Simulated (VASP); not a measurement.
# CuO (C2/c) in VASP: notebook

CuO is run at these levels: r2SCAN; tasks: single point.

Everything below comes from runs of VASP 6.6.1. Logs are shortened: lines on timing, memory, paths and dates and some standing lists are left out, and cuts for length are marked.

## 1. The cell of the first run

Symmetry: C2/c, No. 15, monoclinic system. Conventional cell: a = 4.680 Å, b = 3.477 Å, c = 5.119 Å, α = 90.00°, β = 98.64°, γ = 90.00°. Cu (site symmetry -1) has 4 O at 1.89 to 2.00 Å within 2.5 Å. Within 2.5 Å of O (site symmetry 2) lie 4 Cu at 1.89 to 2.00 Å.

## 2. Single point, r2SCAN, collinear spin, ferromagnetic start

Input file POSCAR:

```
CuO
1.0
    2.3398500000     -1.7384000000      0.0000000000
    2.3398500000      1.7384000000      0.0000000000
   -0.7694000000      0.0000000000      5.0611500000
Cu O
2 2
Direct
    0.0000000000      0.5000000000      0.0000000000
    0.5000000000      0.0000000000      0.5000000000
    0.5379000000      0.4621000000      0.2500000000
    0.4621000000      0.5379000000      0.7500000000
```

Input file INCAR.step1:

```
SYSTEM = CuO
PREC = Accurate
ENCUT = 520
ISMEAR = 0
SIGMA = 0.1
LREAL = .False.
LASPH = .True.
NELM = 150
ISPIN = 2
MAGMOM = 1.32 1.32 0 0
NUPDOWN = 2.64
LMAXMIX = 4
NBANDS = 29
GGA = PE
ALGO = Normal
EDIFF = 1E-4
LWAVE = .True.
LCHARG = .False.
```

Input file INCAR.step2:

```
SYSTEM = CuO
PREC = Accurate
ENCUT = 520
EDIFF = 1E-6
ISMEAR = 0
SIGMA = 0.1
LREAL = .False.
LASPH = .True.
NELM = 150
ALGO = Normal
ISIF = 2
LWAVE = .False.
LCHARG = .True.
ISPIN = 2
MAGMOM = 1.32 1.32 0 0
LORBIT = 11
NUPDOWN = 2.64
LMAXMIX = 4
METAGGA = R2SCAN
LMIXTAU = .True.
LELF = .True.
LVHAR = .True.
NBANDS = 29
ISTART = 1
```

Input file KPOINTS:

```
Automatic mesh
0
Gamma
  8 8 5
  0 0 0
```

Potentials or basis: VASP PAW PBE potentials, release 64 (Cu, O).

Command:

```sh
> cat potpaw_PBE.64/Cu/POTCAR potpaw_PBE.64/O/POTCAR > POTCAR
> cp INCAR.step1 INCAR
> mpirun -np 1 vasp_std > vasp.out
> cp INCAR.step2 INCAR
> mpirun -np 1 vasp_std > vasp.out
```

OUTCAR:

```text
SYSTEM = CuO
   PREC = Accurate
   ENCUT = 520
   EDIFF = 1E-6
   ISMEAR = 0
   LREAL = .False.
   LASPH = .True.
   NELM = 150
   ISIF = 2
   ISPIN = 2
   LORBIT = 11
   NUPDOWN = 2.64
   METAGGA = R2SCAN
   ISTART = 1

 ion  position               nearest neighbor table
   1  0.000  0.500  0.000-   3 1.89   4 1.89   4 2.00   3 2.00
   2  0.500  0.000  0.500-   4 1.89   3 1.89   4 2.00   3 2.00
   3  0.538  0.462  0.250-   2 1.89   1 1.89   2 2.00   1 2.00
   4  0.462  0.538  0.750-   1 1.89   2 1.89   2 2.00   1 2.00

  LATTYP: Found a base centered monoclinic cell.
 ALAT       =     4.6797000000
 B/A-ratio  =     0.7429536081
 C/A-ratio  =     1.0939372948
 COS(beta)  =    -0.1502940337

  Lattice vectors:

 A1 = (   2.3398500000,  -1.7384000000,   0.0000000000)
 A2 = (   2.3398500000,   1.7384000000,   0.0000000000)
 A3 = (  -0.7694000000,   0.0000000000,   5.0611500000)

Analysis of symmetry for initial positions (statically):
=====================================================================
 Subroutine PRICEL returns:
 Original cell was already a primitive cell.

 Routine SETGRP: Setting up the symmetry group for a
 base centered monoclinic supercell.

 Subroutine GETGRP returns: Found  4 space group operations
 (whereof  2 operations were pure point group operations)
 out of a pool of  4 trial point group operations.

The static configuration has the point symmetry S_2 .
 The point group associated with its full space group is C_2h.

Analysis of symmetry for dynamics (positions and initial velocities):
=====================================================================
 Subroutine PRICEL returns:
 Original cell was already a primitive cell.

 Routine SETGRP: Setting up the symmetry group for a
 base centered monoclinic supercell.

 Subroutine GETGRP returns: Found  4 space group operations
 (whereof  2 operations were pure point group operations)
 out of a pool of  4 trial point group operations.

The dynamic configuration has the point symmetry S_2 .
 The point group associated with its full space group is C_2h.

Analysis of structural, dynamic, and magnetic symmetry:
=====================================================================
 Subroutine PRICEL returns:
 Original cell was already a primitive cell.

 Routine SETGRP: Setting up the symmetry group for a
 base centered monoclinic supercell.

 Subroutine GETGRP returns: Found  4 space group operations
 (whereof  2 operations were pure point group operations)
 out of a pool of  4 trial point group operations.

[... 128 lines left out ...]
  Thomas-Fermi vector in A             =   2.642622
   LORBIT       =     11    0 simple, 1 ext, 2 COOP (PROOUT), +10 PAW based schemes
   METAGGA = R2SCAN    functional components
   LHFCALC =     F    Hartree Fock is set to
   AEXX    =    0.0000 exact exchange contribution
   IVDW    =     0    specifies the selected vdW correction
   LEPSILON=     F    determine dielectric tensor
   LRPA    =     F    only Hartree local field effects (RPA)
 spin polarized calculation
 Gauss-broadening in eV      SIGMA  =   0.10
  energy-cutoff  :      520.00
  volume of cell :       41.17
 maximum number of plane-waves:      1141
 NGX is ok and might be reduce to    24
   NGX = 11   NGY = 11   NGZ = 19

 number of electron      34.0000016 magnetization       2.6400002

 Free energy of the ion-electron system (eV)
  ---------------------------------------------------
  ext. energy  EPLUGINS =         0.00000000
  ---------------------------------------------------
  free energy    TOTEN  =       -34.82689806 eV

  energy without entropy =      -34.81687596  energy(sigma->0) =      -34.82188701

 E-fermi :   3.8907     XC(G=0): -12.5484

 val. band max:        9.6296106431   @ k =  -0.1250   0.1250   0.4000
 cond. band min:       3.9044471811   @ k =   0.5000   0.1250   0.2000
 fundamental gap:     -5.7251634619
 Fermi energy:         9.6612665745

 spin component 1

 k-point     1 :       0.0000    0.0000    0.0000
  band No.  band energies     occupation
      1     -16.0011      1.00000
      2     -14.6781      1.00000
      3      -3.3957      1.00000
      4      -1.5334      1.00000
      5      -1.0926      1.00000
      6       0.8511      1.00000
[... 757 lines left out ...]
     28      25.3363      0.00000
     29      26.9954      0.00000

 [... further k-points ...]

 spin component 2

 k-point     1 :       0.0000    0.0000    0.0000
  band No.  band energies     occupation
      1     -15.1273      1.00000
      2     -13.6739      1.00000
      3      -2.8367      1.00000
      4       0.0700      1.00000
      5       0.5313      1.00000
      6       1.3817      1.00000
[... 757 lines left out ...]
     28      25.6647      0.00000
     29      27.3147      0.00000

 [... further k-points ...]
[... 5 lines left out ...]
  --------------------------------------------------------------------------------------
  -------------------------------------------------------------------------------------
  Total        0.8842670      2.8950252      3.0767790      0.0000000      0.0000000      1.7063487
  in kB       34.4093957    112.6538375    119.7264057      0.0000000      0.0000000     66.3989837
  external PRESSURE =      88.9298796 kB  Pullay stress =       0.0000000 kB

 VOLUME and BASIS-vectors are now :
 -----------------------------------------------------------------------------
  energy-cutoff  :      520.00
  volume of cell :       41.17
      direct lattice vectors                 reciprocal lattice vectors
     2.339850000 -1.738400000  0.000000000     0.213688912 -0.287620801  0.032485156
     2.339850000  1.738400000  0.000000000     0.213688912  0.287620801  0.032485156
    -0.769400000  0.000000000  5.061150000     0.000000000  0.000000000  0.197583553

 POSITION                                       TOTAL-FORCE (eV/Angst)
 -----------------------------------------------------------------------------------
      1.16993      0.86920      0.00000         0.000000      0.000000      0.000000
      0.78523     -0.86920      2.53057         0.000000     -0.000000      0.000000
      2.14750     -0.13177      1.26529        -0.000000     -0.553436      0.000000
      1.76280      0.13177      3.79586        -0.000000      0.553436      0.000000
 -----------------------------------------------------------------------------------
    total drift:                                0.000000      0.000000     -0.000000

  FREE ENERGIE OF THE ION-ELECTRON SYSTEM (eV)
  ---------------------------------------------------
  free  energy   TOTEN  =       -34.8268980649 eV

  energy  without entropy=      -34.8168759633  energy(sigma->0) =      -34.82188701

 total charge

# of ion       s       p       d       tot
------------------------------------------
    1        0.413   0.437   9.040   9.890
    2        0.413   0.437   9.040   9.890
    3        1.579   3.447   0.000   5.026
    4        1.579   3.447   0.000   5.026
--------------------------------------------------
tot          3.985   7.767  18.080  29.832

 magnetization (x)

# of ion       s       p       d       tot
------------------------------------------
    1        0.021   0.013   0.736   0.770
    2        0.021   0.013   0.736   0.770
    3        0.040   0.406   0.000   0.446
    4        0.040   0.406   0.000   0.446
--------------------------------------------------
tot          0.123   0.838   1.472   2.433
```

It took 23 min on 1 thread of Oxide Virtual Turin-like, shared host; peak memory 0.27 GiB.

What came out:

| Property | Result |
| --- | --- |
| Free energy | -34.8269 eV |
| Pressure | 8.9 GPa |
| Largest force | 0.553 eV/Å |
| Net moment | 2.64 μB per cell |
| Site moments | Cu +0.77; O +0.45 μB |
| Valence electrons inside the program's atomic spheres | Cu 9.89; O 5.03 |

Forces in eV/Å, atoms in the order of the input:
```
Cu   0.000  0.000  0.000
Cu   0.000  0.000  0.000
O    0.000 -0.553  0.000
O    0.000  0.553  0.000
```

Stress tensor (GPa, compression positive):
```
 3.44  0.00  6.64
 0.00 11.27  0.00
 6.64  0.00 11.97
```

Caveat: the PAW data sets were made with another functional, which shifts forces and pressure a little; the total moment is fixed, so each spin has its own Fermi level.

## 3. Single point, r2SCAN, collinear spin, ferromagnetic start

POSCAR is that of step 2.

Input file INCAR.step1:

```
  PREC = Accurate
  ENCUT = 520
  ISMEAR = 0
  SIGMA = 0.1
  LREAL = False
  LASPH = True
  NELM = 150
  ISPIN = 2
  MAGMOM = 1.76 1.76 0 0
  NUPDOWN = 3.52
  LMAXMIX = 4
  NBANDS = 29
  GGA = PE
  ALGO = Normal
  EDIFF = 1E-4
  LWAVE = True
  LCHARG = False
```

Input file INCAR.step2:

```
  PREC = Accurate
  ENCUT = 520
  EDIFF = 1E-6
  ISMEAR = 0
  SIGMA = 0.1
  LREAL = False
  LASPH = True
  NELM = 150
  ALGO = Normal
  ISIF = 2
  LWAVE = False
  LCHARG = True
  ISPIN = 2
  MAGMOM = 1.76 1.76 0 0
  LORBIT = 11
  NUPDOWN = 3.52
  LMAXMIX = 4
  METAGGA = R2SCAN
  LMIXTAU = True
  LELF = True
  LVHAR = True
  NBANDS = 29
  ISTART = 1
```

Input file KPOINTS:

```
regular mesh
0
Gamma
  8 8 5
```

Potentials or basis: VASP PAW PBE potentials, release 64 (Cu, O).

Command:

```sh
> cat potpaw_PBE.64/Cu/POTCAR potpaw_PBE.64/O/POTCAR > POTCAR
> cp INCAR.step1 INCAR
> mpirun -np 1 vasp_std > vasp.out
> cp INCAR.step2 INCAR
> mpirun -np 1 vasp_std > vasp.out
```

It took 22 min on 1 thread of Oxide Virtual Turin-like, shared host; peak memory 0.26 GiB.

It converged, with:

| Quantity | Value |
| --- | --- |
| Free energy | -32.1383 eV |
| Pressure | 14.4 GPa |
| Largest force | 0.415 eV/Å |
| Net moment | 3.52 μB per cell |
| Site moments | Cu +0.94; O +0.59 μB |
| Valence electrons inside the program's atomic spheres | Cu 9.86; O 5.01 |

Forces on the atoms (eV/Å):
```
Cu   0.000  0.000  0.000
Cu   0.000  0.000  0.000
O    0.000 -0.415  0.000
O    0.000  0.415  0.000
```

Stress tensor (GPa, compression positive):
```
 5.00  0.00  6.75
 0.00 19.29  0.00
 6.75  0.00 18.99
```

Caveat: the PAW data sets were made with another functional, which shifts forces and pressure a little; the total moment is fixed, so each spin has its own Fermi level.

(Part 1 of 2 ends here.)
